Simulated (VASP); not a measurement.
# Pd (Pm-3m) in VASP: notebook

Runs on Pd. Level: LDA. Tasks: single point.

All numbers are computed with VASP 6.6.1; they aren't measurements. Logs are shortened: lines on timing, memory, paths and dates and some standing lists are left out, and cuts for length are marked.

## 1. The cell of the first run

Symmetry: Pm-3m, No. 221, cubic system. The conventional cell has a = 2.432 Å, b = 2.432 Å, c = 2.432 Å, α = 90.00°, β = 90.00°, γ = 90.00°. Pd (site symmetry m-3m) has 6 Pd at 2.43 Å within 3.2 Å.

## 2. Single point, LDA

INCAR

```
ALGO = Normal ; EDIFF = 1E-6
ENCUT = 520 ; GGA = CA
ISIF = 2 ; ISMEAR = 1
LASPH = True ; LCHARG = False
LREAL = False ; LWAVE = False
NBANDS = 11 ; NELM = 100
PREC = Accurate ; SIGMA = 0.1
```

KPOINTS

```
k-points
0
Gamma
  16 16 16
```

POSCAR

```
Pd
1.0
    2.4321814461      0.0000000000      0.0000000000
    0.0000000000      2.4321814461      0.0000000000
    0.0000000000      0.0000000000      2.4321814461
Pd
1
Direct
    0.0000000000      0.0000000000      0.0000000000
```

Potentials or basis: VASP PAW LDA potentials, release 64 (Pd).

Launch:

```bash
$ cat potpaw_LDA.64/Pd/POTCAR > POTCAR
$ mpirun -np 1 vasp_std > vasp.out
```

OUTCAR:

```text
EDIFF = 1E-6
   ENCUT = 520
   GGA = CA
   ISIF = 2
   ISMEAR = 1
   LASPH = True
   LREAL = False
   NELM = 100
   PREC = Accurate

 ion  position               nearest neighbor table
   1  0.000  0.000  0.000-

  LATTYP: Found a simple cubic cell.
 ALAT       =     2.4321814461

  Lattice vectors:

 A1 = (   2.4321814461,   0.0000000000,   0.0000000000)
 A2 = (   0.0000000000,   2.4321814461,   0.0000000000)
 A3 = (   0.0000000000,   0.0000000000,   2.4321814461)

Analysis of symmetry for initial positions (statically):
=====================================================================
 Subroutine PRICEL returns:
 Original cell was already a primitive cell.

 Routine SETGRP: Setting up the symmetry group for a
 simple cubic supercell.

 Subroutine GETGRP returns: Found 48 space group operations
 (whereof 48 operations were pure point group operations)
 out of a pool of 48 trial point group operations.

The static configuration has the point symmetry O_h .

Analysis of symmetry for dynamics (positions and initial velocities):
=====================================================================
 Subroutine PRICEL returns:
 Original cell was already a primitive cell.

 Routine SETGRP: Setting up the symmetry group for a
 simple cubic supercell.

 Subroutine GETGRP returns: Found 48 space group operations
 (whereof 48 operations were pure point group operations)
 out of a pool of 48 trial point group operations.

The dynamic configuration has the point symmetry O_h .

 Subroutine INISYM returns: Found 48 space group operations
 (whereof 48 operations are pure point group operations),
 and found     1 'primitive' translations

----------------------------------------------------------------------------------------

                                     Primitive cell

  volume of cell :      14.3876

  direct lattice vectors                    reciprocal lattice vectors
     2.432181446  0.000000000  0.000000000     0.411153535  0.000000000  0.000000000
     0.000000000  2.432181446  0.000000000     0.000000000  0.411153535  0.000000000
     0.000000000  0.000000000  2.432181446     0.000000000  0.000000000  0.411153535

  length of vectors
     2.432181446  2.432181446  2.432181446     0.411153535  0.411153535  0.411153535

  position of ions in fractional coordinates (direct lattice)
     0.000000000  0.000000000  0.000000000

  ion indices of the primitive-cell ions
   primitive index   ion index
                 1           1

----------------------------------------------------------------------------------------

 KPOINTS: k-points

Automatic generation of k-mesh.
 Grid dimensions read from file:
 generate k-points for:   16   16   16

 Generating k-lattice:

  Cartesian coordinates                     Fractional coordinates (reciprocal lattice)
     0.025697096  0.000000000  0.000000000     0.062500000  0.000000000  0.000000000
     0.000000000  0.025697096  0.000000000     0.000000000  0.062500000  0.000000000
     0.000000000  0.000000000  0.025697096     0.000000000  0.000000000  0.062500000

  Length of vectors
     0.025697096  0.025697096  0.025697096

  Shift w.r.t. Gamma in fractional coordinates (k-lattice)
     0.000000000  0.000000000  0.000000000

 Subroutine IBZKPT returns following result:
 ===========================================

 Found    165 irreducible k-points:

 Following reciprocal coordinates:
            Coordinates               Weight
  0.000000  0.000000  0.000000      1.000000
  0.062500  0.000000  0.000000      6.000000
  0.125000  0.000000  0.000000      6.000000
  0.187500  0.000000  0.000000      6.000000
  0.250000  0.000000  0.000000      6.000000
  0.312500  0.000000  0.000000      6.000000
[... 16 lines left out ...]
  0.437500  0.125000  0.000000     24.000000
  0.500000  0.125000  0.000000     12.000000
 [... further k-points ...]
   k-points           NKPTS =    165   k-points in BZ     NKDIM =    165   number of bands    NBANDS=     11
   number of dos      NEDOS =    301   number of ions     NIONS =      1
   total plane-waves  NPLWV =   5832
   dimension x,y,z NGX =    18 NGY =   18 NGZ =   18
   dimension x,y,z NGXF=    36 NGYF=   36 NGZF=   36
   ions per type =               1
   NGX,Y,Z   is equivalent  to a cutoff of  12.30, 12.30, 12.30 a.u.
   NGXF,Y,Z  is equivalent  to a cutoff of  24.61, 24.61, 24.61 a.u.
 SYSTEM =  unknown system
   PREC   = accura    normal or accurate (medium, high low for compatibility)
   ISTART =      0    job   : 0-new  1-cont  2-samecut
   ICHARG =      2    charge: 1-file 2-atom 10-const
   ISPIN  =      1    spin polarized calculation?
   LNONCOLLINEAR =      F non collinear calculations
   LSORBIT =      F    spin-orbit coupling
   LASPH  =      T    aspherical Exc in radial PAW
   ENCUT  =  520.0 eV  38.22 Ry    6.18 a.u.   4.52  4.52  4.52*2*pi/ulx,y,z
   NELM   =    100;   NELMIN=  2; NELMDL= -5     # of ELM steps
   EDIFF  = 0.1E-05   stopping-criterion for ELM
   LREAL  =      F    real-space projection
   EDIFFG = 0.1E-04   stopping-criterion for IOM
   NSW    =      0    number of steps for IOM
   IBRION =     -1    ionic relax: 0-MD 1-quasi-New 2-CG
   NFREE  =      0    steps in history (QN), initial steepest desc. (CG)
   ISIF   =      2    stress and relaxation
   ISYM   =      2    0-nonsym 1-usesym 2-fastsym
   POTIM  = 0.5000    time-step for ionic-motion
   TEBEG  =    0.0;   TEEND  =   0.0 temperature during run
   PSTRESS=    0.0 pullay stress
   NELECT =      10.0000    total number of electrons
   NUPDOWN=      -1.0000    fix difference up-down
   EMIN   =  10.00;   EMAX   =-10.00  energy-range for DOS
   EFERMI =   0.00;   METHOD = LEGACY
   ISMEAR =     1;   SIGMA  =   0.10  broadening in eV -4-tet -1-fermi 0-gaus
   EFERMI_NEDOS =   21; number of points for ismear=-14 and -15
   IALGO  =     38    algorithm
   IMIX   =      4    mixing-type and parameters
     AMIX     =   0.40;   BMIX     =  1.00
     AMIX_MAG =   1.60;   BMIX_MAG =  1.00
  volume/ion in A,a.u.               =      14.39        97.09
  Fermi-wavevector in a.u.,A,eV,Ry     =   1.450148  2.740382 28.612071  2.102928
  Thomas-Fermi vector in A             =   2.567793
   LORBIT       =      0    0 simple, 1 ext, 2 COOP (PROOUT), +10 PAW based schemes
   GGA     = CA    functional components
   LHFCALC =     F    Hartree Fock is set to
   AEXX    =    0.0000 exact exchange contribution
   IVDW    =     0    specifies the selected vdW correction
   LEPSILON=     F    determine dielectric tensor
   LRPA    =     F    only Hartree local field effects (RPA)
 non-spin polarized calculation
 Methfessel and Paxton  Order N= 1 SIGMA  =   0.10
  energy-cutoff  :      520.00
  volume of cell :       14.39
 maximum number of plane-waves:       402
   NGX =  9   NGY =  9   NGZ =  9

 number of electron      10.0000000 magnetization

 number of electron       9.9999998 magnetization

 Free energy of the ion-electron system (eV)
  ---------------------------------------------------
  ext. energy  EPLUGINS =         0.00000000
  ---------------------------------------------------
  free energy    TOTEN  =        -5.72387568 eV

  energy without entropy =       -5.72368405  energy(sigma->0) =       -5.72381180

 E-fermi :  10.3794     XC(G=0): -13.5331

 val. band max:       10.3707593029   @ k =   0.3750   0.3750   0.3750
 cond. band min:      10.3849960041   @ k =   0.2500   0.0625   0.0625
 fundamental gap:      0.0142367011
 Fermi energy:        10.3793816826

 k-point     1 :       0.0000    0.0000    0.0000
  band No.  band energies     occupation
      1       2.7869      2.00000
      2       4.1829      2.00000
      3       4.1829      2.00000
      4      10.4694     -0.02278
      5      10.4694     -0.02278
      6      10.4694     -0.02278
      7      28.2153      0.00000
      8      28.2153      0.00000
      9      28.2153      0.00000
     10      35.4020      0.00000
     11      35.9816      0.00000

 k-point     2 :       0.0625    0.0000    0.0000
  band No.  band energies     occupation
      1       2.9076      2.00000
      2       4.2062      2.00000
      3       4.2948      2.00000
      4      10.3678      1.19481
      5      10.3678      1.19480
      6      10.4773     -0.04575
      7      27.3578      0.00000
      8      28.4272      0.00000
      9      28.4272      0.00000
     10      35.4443      0.00000
     11      35.4930      0.00000

 k-point     3 :       0.1250    0.0000    0.0000
  band No.  band energies     occupation
      1       3.2296      2.00000
      2       4.2732      2.00000
      3       4.6541      2.00000
      4      10.0880      2.00030
      5      10.0880      2.00030
      6      10.5001     -0.07081
      7      25.5250      0.00000
      8      29.0331      0.00000
      9      29.0331      0.00000
     10      34.2370      0.00000
     11      35.5168      0.00000

 k-point     4 :       0.1875    0.0000    0.0000
  band No.  band energies     occupation
      1       3.6531      2.00000
      2       4.3752      2.00000
      3       5.3108      2.00000
      4       9.6927      2.00000
      5       9.6927      2.00000
      6      10.5343     -0.05087
      7      23.4764      0.00000
      8      29.9560      0.00000
      9      29.9560      0.00000
     10      32.8652      0.00000
     11      35.4753      0.00000
[... 239 lines left out ...]
 k-point    22 :       0.3750    0.1250    0.0000
  band No.  band energies     occupation
      1       4.8946      2.00000
      2       5.4830      2.00000
      3       7.1298      2.00000
      4       8.5793      2.00000
      5       9.9201      2.00000
      6      10.3100      1.91542
      7      18.4476      0.00000
      8      28.9198      0.00000
      9      31.3088      0.00000
     10      34.5110      0.00000
     11      35.1679      0.00000

 k-point    23 :       0.4375    0.1250    0.0000
  band No.  band energies     occupation
      1       5.0096      2.00000
      2       5.7310      2.00000
      3       6.9897      2.00000
      4       8.3724      2.00000
      5      10.3374      1.64576
      6      10.9625     -0.00000
      7      17.0972      0.00000
      8      29.0128      0.00000
      9      31.6802      0.00000
     10      33.7539      0.00000
     11      35.6858      0.00000

 k-point    24 :       0.5000    0.1250    0.0000
  band No.  band energies     occupation
      1       5.0473      2.00000
      2       5.8393      2.00000
      3       6.9056      2.00000
      4       8.3011      2.00000
      5      10.3471      1.51609
      6      11.4732     -0.00000
      7      16.5121      0.00000
      8      28.9874      0.00000
      9      32.2819      0.00000
     10      32.8366      0.00000
     11      36.2062      0.00000

 [... further k-points ...]
[... 5 lines left out ...]
  --------------------------------------------------------------------------------------
  -------------------------------------------------------------------------------------
  Total        2.6844700      2.6844700      2.6844700      0.0000000     -0.0000000      0.0000000
  in kB      298.9380679    298.9380679    298.9380679      0.0000000     -0.0000000      0.0000000
  external PRESSURE =     298.9380679 kB  Pullay stress =       0.0000000 kB

 VOLUME and BASIS-vectors are now :
 -----------------------------------------------------------------------------
  energy-cutoff  :      520.00
  volume of cell :       14.39
      direct lattice vectors                 reciprocal lattice vectors
     2.432181446  0.000000000  0.000000000     0.411153535  0.000000000  0.000000000
     0.000000000  2.432181446  0.000000000     0.000000000  0.411153535  0.000000000
     0.000000000  0.000000000  2.432181446     0.000000000  0.000000000  0.411153535

 POSITION                                       TOTAL-FORCE (eV/Angst)
 -----------------------------------------------------------------------------------
      0.00000      0.00000      0.00000         0.000000      0.000000      0.000000
 -----------------------------------------------------------------------------------
    total drift:                                0.000000      0.000000      0.000000

  FREE ENERGIE OF THE ION-ELECTRON SYSTEM (eV)
  ---------------------------------------------------
  free  energy   TOTEN  =        -5.7238756826 eV

  energy  without entropy=       -5.7236840477  energy(sigma->0) =       -5.72381180
```

It took 6.8 s on 1 thread of Intel Xeon 6975P-C (Granite Rapids), shared host; peak memory 0.13 GiB.

What came out:

| Property | Result |
| --- | --- |
| Free energy | -5.7239 eV |
| Pressure | 29.9 GPa |
| Band gap on the k mesh | zero (band 5 reaches 12.17 eV, above the bottom of band 6 at 9.52 eV) |

Levels at points of the mesh, in eV from the Fermi level:
| k point | band 3 | band 4 | band 5 | band 6 | band 7 | band 8 |
| --- | --- | --- | --- | --- | --- | --- |
| (0.00, 0.00, 0.00) | -6.20 | 0.09 | 0.09 | 0.09 | 17.84 | 17.84 |
| (0.50, 0.00, 0.00) | -2.14 | -2.14 | -0.35 | 0.30 | 6.12 | 18.59 |
| (0.50, 0.50, 0.00) | -1.71 | -1.71 | 1.65 | 5.77 | 5.77 | 13.80 |
| (0.50, 0.50, 0.50) | -5.40 | 1.79 | 1.79 | 10.65 | 12.72 | 12.72 |

[end of part 1 of 2]
